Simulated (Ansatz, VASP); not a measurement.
GaAs: VASP beside Ansatz

```xyz
2
Lattice="0.0000 2.8268 2.7420 2.8268 0.0000 2.7420 2.8268 2.8268 0.0000" Properties=species:S:1:pos:R:3 pbc="T T T"
Ga    0.0000    0.0000    0.0000
As    4.2403    4.2403    4.1131
```

Change from the starting cell: strain -0.0300 x Voigt [0, 0, 1, 0, 0, 0], atoms carried along.

Alike in both runs: task single point; functional PBE; k mesh 10 × 10 × 10; occupations gaussian, width 0.05 eV; no spin polarisation.

|  | VASP | Ansatz |
| --- | --- | --- |
| version | VASP 6.6.1 | Ansatz 0.2.0 |
| potentials or method | VASP PAW PBE potentials, release 64 (Ga_d, As), cutoff 520 eV | scalar-relativistic, plane waves, PAW |
| valence electrons in the cell | 18 | 28 |

VASP gave:

* gap on the k mesh at the Fermi level (eV): 0.63
* least direct gap on the mesh (eV): 0.63
* pressure (GPa): 6.0
* traceless stress, the component that is largest in VASP (GPa): 1.12

Problem. Which values does Ansatz return?

Solution. gap on the k mesh at the Fermi level (eV): 0.63; least direct gap on the mesh (eV): 0.63; pressure (GPa): 5.7; traceless stress, the component that is largest in VASP (GPa): 1.12.

With one functional, cell and mesh, what is left measures potentials, basis and numerics. VASP's potentials hold 18 valence electrons a cell and Ansatz's 28, so a difference there can come from the potentials and not from the codes.
